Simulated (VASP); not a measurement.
Al6GeH2N6: single point with PBEsol

The system is Al6GeH2N6, a slab with vacuum.

```
Al N Ge H
1.0
     5.44557    0.00000    0.00000
    -2.72278    5.28520    0.00000
     0.00000    0.00000   16.32396
Al N Ge H
6 6 1 2
Cartesian
  3.6304 0.0000 1.0000
  -0.3203 2.7689 1.6583
  1.2866 0.3013 2.1767
  2.2419 3.1290 2.8516
  3.9597 0.8338 3.6944
  -0.4189 3.5803 4.4446
  1.2610 3.5205 1.3290
  4.9670 0.9609 1.9889
  -1.4071 3.7596 2.7899
  2.2736 1.3389 3.2818
  1.3591 4.2634 4.2537
  -0.6190 1.7873 5.0554
  2.7605 4.5109 5.5235
  4.3214 1.8012 5.9507
  2.0519 4.0889 6.8804
```

- Program: VASP 6.6.1
- Task: single point
- Functional: PBEsol
- Potentials or basis: VASP PAW PBE potentials, release 64 (Al, N, Ge_d, H)
- Cutoff: 520 eV
- k mesh: 2 × 2 × 1
- Occupations: gaussian, width 0.05 eV
- Spin: no spin polarisation
- Dipole correction: no
- Further INCAR settings: LREAL = Auto; ALGO = Normal; EDIFF = 1e-06; NBANDS = 45

```
Largest force          : 0.390 eV/Å
Band gap on the k mesh : 0.30 eV
```

Forces in eV/Å, atoms in the order of the input:
```
Al   0.079 -0.244 -0.135
Al  -0.007 -0.017  0.017
Al  -0.011 -0.023  0.022
Al   0.004  0.019  0.014
Al  -0.005 -0.027 -0.025
Al  -0.001 -0.078  0.047
N    0.026 -0.006 -0.012
N    0.002 -0.017  0.001
N    0.003 -0.013  0.024
N   -0.008  0.024  0.017
N    0.000 -0.002  0.002
N    0.131 -0.156  0.007
Ge  -0.038  0.203 -0.027
H   -0.159 -0.052  0.015
H   -0.016  0.388  0.034
```

Levels at points of the mesh, in eV from the valence-band top:
```tsv
k point	band 29	band 30	band 31	band 32	band 33	band 34	band 35	band 36
(0.00, 0.00, 0.00)	-2.03	-1.67	-1.60	-0.23	1.63	1.99	2.44	2.61
(0.50, 0.00, 0.00)	-2.19	-1.75	-1.59	-0.04	1.55	1.76	2.55	2.84
(0.50, 0.50, 0.00)	-1.98	-1.55	-1.27	-0.08	0.48	1.90	2.23	2.44
(0.00, 0.50, 0.00)	-1.75	-1.62	-1.41	0.00	0.30	1.61	2.55	2.74
```

Wall time 6.5 min on 1 thread of AMD EPYC 7R13, with other jobs on the host, peak memory 0.53 GiB.

Caveat: the k points lie up to 0.65 Å⁻¹ apart; the PAW data sets were made with another functional, which shifts forces and pressure a little.
